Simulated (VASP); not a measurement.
A run of VASP 6.6.1 is set up as follows.

Contents of INCAR:

```
PREC = Accurate ; ENCUT = 600
EDIFF = 1E-7 ; ISMEAR = 0
SIGMA = 0.1 ; LREAL = False
LASPH = True ; NELM = 100
ALGO = Fast ; ISIF = 3
LWAVE = False ; LCHARG = False
GGA = PE ; IBRION = 2
NSW = 100 ; EDIFFG = -0.01
```

The input KPOINTS:

```
regular mesh
0
Gamma
  18 18 4
```

File POSCAR:

```
IrRh5
1.0
    2.7282983000      0.0000000000      0.0000000000
   -1.3641492000      2.3627757000      0.0000000000
    0.0000000000      0.0000000000     13.1908402000
Ir Rh
1 5
Direct
    0.6666667000      0.3333333000      0.5000000000
    0.3333333000      0.6666667000      0.6666140000
    0.3333333000      0.6666667000      0.0000000000
    0.3333333000      0.6666667000      0.3333860000
    0.6666667000      0.3333333000      0.8340350000
    0.6666667000      0.3333333000      0.1659650000
```

Potentials or basis: VASP PAW PBE potentials, release 64 (Ir, Rh_pv).

Launch:

```sh
$ cat potpaw_PBE.64/Ir/POTCAR potpaw_PBE.64/Rh_pv/POTCAR > POTCAR
$ mpirun -np 1 vasp_std > vasp.out
```

(1) Estimate the band gap on the k mesh.

(2) Estimate the relaxed cell.

Results:

(1) zero (bands 42 and 43 overlap by 2.12 eV).

(2) a = 2.728 Å, b = 2.728 Å, c = 13.192 Å, α = 90.00°, β = 90.00°, γ = 120.00°.

Caveat: spin-orbit coupling is left out, which moves the levels of the heavy elements.
